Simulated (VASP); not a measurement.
Set up this calculation in VASP 6.6.1, as the native input.

- Task: density of states
- Functional: LDA
- Potentials or basis: VASP PAW LDA potentials, release 64 (Bi_d)
- Cutoff: 520 eV
- k mesh: 14 × 14 × 14
- Occupations: fermi-dirac, width 0.1 eV
- Spin: no spin polarisation
- Dipole correction: no
- k mesh for the DOS: 21 × 21 × 21
- Occupations for the DOS: tetrahedron
- Further INCAR settings: ALGO = Normal; EDIFF = 1e-07; NBANDS = 14

Crystal: Bi.

```xyz
1
Lattice="0.0000 2.4539 2.4539 2.4539 0.0000 2.4539 2.4539 2.4539 0.0000" Properties=species:S:1:pos:R:3 pbc="T T T"
Bi    0.0000    0.0000    0.0000
```

These files were run (other wordings do the same):

POSCAR

```
Bi
1.0
    0.0000000000      2.4538671174      2.4538671174
    2.4538671174      0.0000000000      2.4538671174
    2.4538671174      2.4538671174      0.0000000000
Bi
1
Direct
    0.0000000000      0.0000000000      0.0000000000
```

INCAR.step1

```
SYSTEM = Bi
PREC = Accurate
ENCUT = 520
EDIFF = 1E-7
ISMEAR = -1
SIGMA = 0.1
LREAL = .FALSE.
LASPH = .TRUE.
NELM = 80
ALGO = Normal
ISIF = 2
LWAVE = .FALSE.
LCHARG = .TRUE.
NBANDS = 14
```

KPOINTS.step1

```
Automatic mesh
0
G
  14 14 14
  0 0 0
```

INCAR.step2

```
SYSTEM = Bi
PREC = Accurate
ENCUT = 520
EDIFF = 1E-7
ISMEAR = -5
SIGMA = 0.1
LREAL = .FALSE.
LASPH = .TRUE.
NELM = 80
ALGO = Normal
ISIF = 2
LWAVE = .FALSE.
LCHARG = .FALSE.
LORBIT = 10
NBANDS = 14
NEDOS = 1001
ICHARG = 11
```

KPOINTS.step2

```
Automatic mesh
0
G
  21 21 21
  0 0 0
```

Potentials or basis: VASP PAW LDA potentials, release 64 (Bi_d).

The run is started by

```bash
$ cat potpaw_LDA.64/Bi_d/POTCAR > POTCAR
$ cp INCAR.step1 INCAR
$ cp KPOINTS.step1 KPOINTS
$ mpirun -np 1 vasp_std > vasp.out
$ cp INCAR.step2 INCAR
$ cp KPOINTS.step2 KPOINTS
$ mpirun -np 1 vasp_std > vasp.out
```

It gave:

```
Valence electrons inside the program's atomic spheres : Bi 12.77
```

Caveat: spin-orbit coupling is left out, which moves the levels of the heavy elements.

Wall time 93 s on 1 thread of Intel(R) Xeon(R) Platinum 8488C (Sapphire Rapids), on a shared host, peak memory 0.22 GiB.
